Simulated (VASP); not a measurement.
A run of VASP 6.6.1 is set up as follows.

File INCAR:

```
PREC     = Accurate       # precision mode
ENCUT    = 600            # plane-wave cutoff, eV
EDIFF    = 1E-6           # SCF threshold, eV
ISMEAR   = 0              # smearing method
SIGMA    = 0.1            # smearing width, eV
LREAL    = F              # projectors in reciprocal space
LASPH    = T              # aspherical terms in the spheres
NELM     = 150            # most SCF steps
ALGO     = Normal         # electronic algorithm
ISIF     = 3              # what is computed and relaxed
LWAVE    = F              # write WAVECAR
LCHARG   = F              # write CHGCAR
ISPIN    = 2              # spin polarisation
MAGMOM   = 0 1.19 1.19 1.19 1.19 # initial moments
LORBIT   = 11             # projections on sites
GGA      = PE             # functional
IBRION   = 2              # ionic algorithm
NSW      = 100            # ionic steps
EDIFFG   = -0.01          # ionic threshold
```

Contents of KPOINTS:

```
regular mesh
0
Gamma
  10 10 10
```

File POSCAR:

```
GaO4
1.0
    4.0134278945      0.0000000000      0.0000000000
    0.0000000000      4.0134278945      0.0000000000
    0.0000000000      0.0000000000      4.0134278945
Ga O
1 4
Direct
    0.0000000000      0.0000000000      0.0000000000
    0.2692485714      0.7307514286      0.7307514286
    0.7307514286      0.2692485714      0.7307514286
    0.7307514286      0.7307514286      0.2692485714
    0.2692485714      0.2692485714      0.2692485714
```

Potentials or basis: VASP PAW PBE potentials, release 64 (Ga_d, O).

Run with:

```sh
$ cat potpaw_PBE.64/Ga_d/POTCAR potpaw_PBE.64/O/POTCAR > POTCAR
$ mpirun -np 1 vasp_std > vasp.out
```

(1) Predict the site moments.

(2) What does it give for the relaxed volume?

(3) Estimate the net moment.

## Answers

(1) Ga -0.04; O +1.06 μB.

(2) 12.51 Å³/atom.

(3) 5.00 μB per cell.
